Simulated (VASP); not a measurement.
# BiTe (Immm) in VASP: further runs, part 2 of 2

VASP 6.6.1. The steps go on from the part before.

## 3. Single point, PBEsol (strain +0.0075 x Voigt [0, 0, 0, 0, 0, 1])

INCAR

```
  PREC = Accurate
  ENCUT = 520
  EDIFF = 1E-6
  ISMEAR = 0
  SIGMA = 0.15
  LREAL = False
  LASPH = True
  NELM = 80
  ALGO = Fast
  ISIF = 2
  LWAVE = False
  LCHARG = True
  GGA = PS
  LELF = True
  LVHAR = True
  NBANDS = 18
```

KPOINTS

```
Automatic mesh
0
Gamma
  16 16 16
```

POSCAR

```
BiTe
1.0
    0.0119893269      3.1971538327      3.1971538327
    3.1971538327      0.0119893269      3.1971538327
    3.2091431596      3.2091431596      0.0000000000
Bi Te
1 1
Direct
    0.0000000000      0.0000000000      0.0000000000
    0.5000000000      0.5000000000      0.5000000000
```

Potentials or basis: VASP PAW PBE potentials, release 64 (Bi_d, Te).

Command:

```
$ cat potpaw_PBE.64/Bi_d/POTCAR potpaw_PBE.64/Te/POTCAR > POTCAR
$ mpirun -np 1 vasp_std > vasp.out
```

OUTCAR:

```text
PREC = Accurate
   ENCUT = 520
   EDIFF = 1E-6
   ISMEAR = 0
   LREAL = False
   LASPH = True
   NELM = 80
   ISIF = 2
   GGA = PS

 ion  position               nearest neighbor table
   1  0.000  0.000  0.000-   2 3.20   2 3.20   2 3.20   2 3.20   2 3.20   2 3.20
   2  0.500  0.500  0.500-   1 3.20   1 3.20   1 3.20   1 3.20   1 3.20   1 3.20

  LATTYP: Found a body centered orthorhombic cell.
 ALAT       =     4.5045028425
 B/A-ratio  =     1.0075282309
 C/A-ratio  =     1.4195368255

  Lattice vectors:

 A1 = (   3.1971538327,   0.0119893269,  -3.1971538327)
 A2 = (  -3.1971538327,  -0.0119893269,  -3.1971538327)
 A3 = (   0.0119893269,   3.1971538327,   3.1971538327)

Analysis of symmetry for initial positions (statically):
=====================================================================
 Subroutine PRICEL returns:
 Original cell was already a primitive cell.

 Routine SETGRP: Setting up the symmetry group for a
 body centered orthorhombic supercell.

 Subroutine GETGRP returns: Found  8 space group operations
[... 163 lines left out ...]
  free energy    TOTEN  =        -7.99402798 eV

  energy without entropy =       -7.97803790  energy(sigma->0) =       -7.98603294

 E-fermi :   6.9158     XC(G=0):  -9.7506

 val. band max:        6.9125215457   @ k =  -0.2500   0.4375   0.2500
 cond. band min:       6.9169959797   @ k =  -0.3125   0.4375   0.1875
 fundamental gap:      0.0044744340
 Fermi energy:         6.9157887538

 k-point     1 :       0.0000    0.0000    0.0000
  band No.  band energies     occupation
      1     -16.1502      2.00000
      2     -16.1502      2.00000
      3     -16.1438      2.00000
      4     -16.1434      2.00000
      5     -16.1430      2.00000
      6      -6.8611      2.00000
[... 481 lines left out ...]
      5     -16.1424      2.00000
      6      -6.7630      2.00000
[... 10 lines left out ...]
     17      13.4608      0.00000
     18      14.0475      0.00000

 [... further k-points ...]

------------------------ aborting loop because EDIFF is reached ----------------------------------------

  FORCE on cell =-STRESS in cart. coord.  units (eV):
  Direction    XX          YY          ZZ          XY          YZ          ZX
  --------------------------------------------------------------------------------------
  -------------------------------------------------------------------------------------
  Total        0.0130645      0.0130645      0.0146719      0.0047520      0.0000000      0.0000000
  in kB        0.3202504      0.3202504      0.3596518      0.1164860      0.0000000      0.0000000
  external PRESSURE =       0.3333842 kB  Pullay stress =       0.0000000 kB

 VOLUME and BASIS-vectors are now :
 -----------------------------------------------------------------------------
  energy-cutoff  :      520.00
  volume of cell :       65.36
      direct lattice vectors                 reciprocal lattice vectors
     0.011989327  3.197153833  3.197153833    -0.156977763  0.156977763  0.156389097
     3.197153833  0.011989327  3.197153833     0.156977763 -0.156977763  0.156389097
     3.209143160  3.209143160  0.000000000     0.155804829  0.155804829 -0.156389097

 POSITION                                       TOTAL-FORCE (eV/Angst)
 -----------------------------------------------------------------------------------
      0.00000      0.00000      0.00000        -0.000000      0.000000      0.000000
      3.20914      3.20914      3.19715         0.000000     -0.000000      0.000000
 -----------------------------------------------------------------------------------
    total drift:                               -0.000000      0.000000      0.000000

  FREE ENERGIE OF THE ION-ELECTRON SYSTEM (eV)
  ---------------------------------------------------
  free  energy   TOTEN  =        -7.9940279820 eV

  energy  without entropy=       -7.9780378985  energy(sigma->0) =       -7.98603294
```

stdout:

```text
POSCAR found type information on POSCAR BiTe
 POSCAR found :  2 types and       2 ions
 scaLAPACK will be used
 -----------------------------------------------------------------------------
|                                                                             |
|                                                                             |
|     You enforced a specific xc type in the INCAR file but a different       |
|     I HOPE YOU KNOW WHAT YOU ARE DOING!                                     |
|                                                                             |
 -----------------------------------------------------------------------------

 LDA part: xc-table for (Slater+PW92), standard interpolation
 POSCAR, INCAR and KPOINTS ok, starting setup
 FFT: planning ... GRIDC
 FFT: planning ... GRID_SOFT
 FFT: planning ... GRID
 WAVECAR not read
 entering main loop
WARNING in EDDRMM: call to ZHEGV failed, returncode =   8  4     16
```

Wall time 14 min (1 thread of AMD EPYC 9755, shared host); peak memory 0.76 GiB.

What came out:

- Free energy: -7.9940 eV
- Pressure: 0.0 GPa
- Band gap on the k mesh: zero (an odd number of electrons rules out a gap without spin polarisation)

Caveat: the cell differs from its parent crystal (strain +0.0075 x Voigt [0, 0, 0, 0, 0, 1]); the PAW data sets were made with another functional, which shifts forces and pressure a little; spin-orbit coupling is left out, which moves the levels of the heavy elements.

## 4. Single point, PBEsol (strain -0.0300 x Voigt [0, 0, 0, 0, 0, 1])

INCAR

```
PREC = Accurate
ENCUT = 520
EDIFF = 1E-6
ISMEAR = 0
SIGMA = 0.15
LREAL = False
LASPH = True
NELM = 80
ALGO = Fast
ISIF = 2
LWAVE = False
LCHARG = False
GGA = PS
NBANDS = 18
```

KPOINTS is that of step 3.

POSCAR

```
BiTe
1.0
   -0.0479573075      3.1971538327      3.1971538327
    3.1971538327     -0.0479573075      3.1971538327
    3.1491965252      3.1491965252      0.0000000000
Bi Te
1 1
Direct
    0.0000000000      0.0000000000      0.0000000000
    0.5000000000      0.5000000000      0.5000000000
```

Command:

```
$ cat potpaw_PBE.64/Bi_d/POTCAR potpaw_PBE.64/Te/POTCAR > POTCAR
$ mpirun -np 1 vasp_std > vasp.out
```

Wall time 20 min (1 thread of Oxide Virtual Turin-like, shared host); peak memory 0.76 GiB.

It converged, with:

| Item | Value |
| --- | --- |
| Free energy | -7.9943 eV |
| Pressure | 0.0 GPa |
| Band gap on the k mesh | zero (an odd number of electrons rules out a gap without spin polarisation) |

Levels at points of the mesh, in eV from the Fermi level:
```csv
k point,band 8,band 9,band 10,band 11,band 12,band 13
"(0.00, 0.00, 0.00)",-2.76,-2.62,-2.48,2.18,2.23,2.29
"(0.50, 0.00, 0.00)",-1.96,-1.88,-1.52,-0.83,-0.63,-0.57
"(0.50, 0.50, 0.00)",-5.91,-4.32,-4.02,2.06,3.71,3.83
"(0.00, 0.00, 0.50)",-2.05,-1.99,-1.64,-0.96,-0.78,-0.68
"(0.50, 0.00, 0.50)",-5.91,-4.17,-4.17,2.05,3.74,3.77
```

Caveat: the cell differs from its parent crystal (strain -0.0300 x Voigt [0, 0, 0, 0, 0, 1]); the PAW data sets were made with another functional, which shifts forces and pressure a little; spin-orbit coupling is left out, which moves the levels of the heavy elements.

## 5. Single point, PBEsol (strain +0.0150 x Voigt [0, 0, 0, 0, 0, 1])

INCAR

```
PREC     = Accurate       # precision mode
ENCUT    = 520            # plane-wave cutoff, eV
EDIFF    = 1E-6           # SCF threshold, eV
ISMEAR   = 0              # smearing method
SIGMA    = 0.15           # smearing width, eV
LREAL    = False          # projectors in reciprocal space
LASPH    = True           # aspherical terms in the spheres
NELM     = 60             # most SCF steps
ALGO     = Fast           # electronic algorithm
ISIF     = 2              # what is computed and relaxed
LWAVE    = False          # write WAVECAR
LCHARG   = False          # write CHGCAR
GGA      = PS             # functional
NBANDS   = 18             # bands
```

KPOINTS

```
regular mesh
0
Gamma
  16 16 16
```

POSCAR

```
BiTe
1.0
    0.0239786537      3.1971538327      3.1971538327
    3.1971538327      0.0239786537      3.1971538327
    3.2211324864      3.2211324864      0.0000000000
Bi Te
1 1
Direct
    0.0000000000      0.0000000000      0.0000000000
    0.5000000000      0.5000000000      0.5000000000
```

Command:

```
$ cat potpaw_PBE.64/Bi_d/POTCAR potpaw_PBE.64/Te/POTCAR > POTCAR
$ mpirun -np 1 vasp_std > vasp.out
```

Run time: 18 min. Hardware: 1 thread of Oxide Virtual Turin-like, shared host; peak memory 0.76 GiB.

The run converged. Its results:

- Free energy: -7.9941 eV
- Pressure: 0.0 GPa
- Band gap on the k mesh: zero (an odd number of electrons rules out a gap without spin polarisation)

Levels at points of the mesh, in eV from the Fermi level:
```tsv
k point	band 6	band 7	band 8	band 9	band 10	band 11	band 12	band 13	band 14	band 15
(0.00, 0.00, 0.00)	-13.78	-8.00	-2.69	-2.62	-2.55	2.21	2.23	2.26	4.50	4.59
(0.50, 0.00, 0.00)	-11.71	-11.36	-2.01	-1.98	-1.62	-0.91	-0.73	-0.68	7.35	7.83
(0.50, 0.50, 0.00)	-11.90	-9.96	-5.91	-4.25	-4.10	2.05	3.74	3.80	5.23	8.81
(0.00, 0.00, 0.50)	-11.73	-11.39	-1.96	-1.92	-1.56	-0.84	-0.66	-0.62	7.30	7.76
(0.50, 0.00, 0.50)	-11.90	-9.96	-5.91	-4.17	-4.17	2.05	3.76	3.77	5.22	8.80
```

Caveat: the cell differs from its parent crystal (strain +0.0150 x Voigt [0, 0, 0, 0, 0, 1]); the PAW data sets were made with another functional, which shifts forces and pressure a little; spin-orbit coupling is left out, which moves the levels of the heavy elements.

## 6. The runs side by side

```tsv
cell	gap on the mesh (eV)	pressure (GPa)
a = 4.522, b = 4.522, c = 4.572 Å, angles 59.6, 59.6, 59.3°, 2 atoms	none	0.0
a = 4.521, b = 4.521, c = 4.538 Å, angles 59.9, 59.9, 59.8°, 2 atoms	none	0.0
a = 4.522, b = 4.522, c = 4.454 Å, angles 60.5, 60.5, 61.0°, 2 atoms	none	0.0
a = 4.522, b = 4.522, c = 4.555 Å, angles 59.8, 59.8, 59.5°, 2 atoms	none	0.0
```

Alike in all rows: task single point; level PBEsol; potentials or basis VASP PAW PBE potentials, release 64 (Bi_d, Te); no spin polarisation; k mesh 16 × 16 × 16; cutoff (eV) 520; smearing gaussian 0.15 eV.

Caveats: the PAW data sets were made with another functional, which shifts forces and pressure a little; spin-orbit coupling is left out, which moves the levels of the heavy elements.

Total energies depend on the potentials used, so only differences within one code and one set of settings carry meaning.
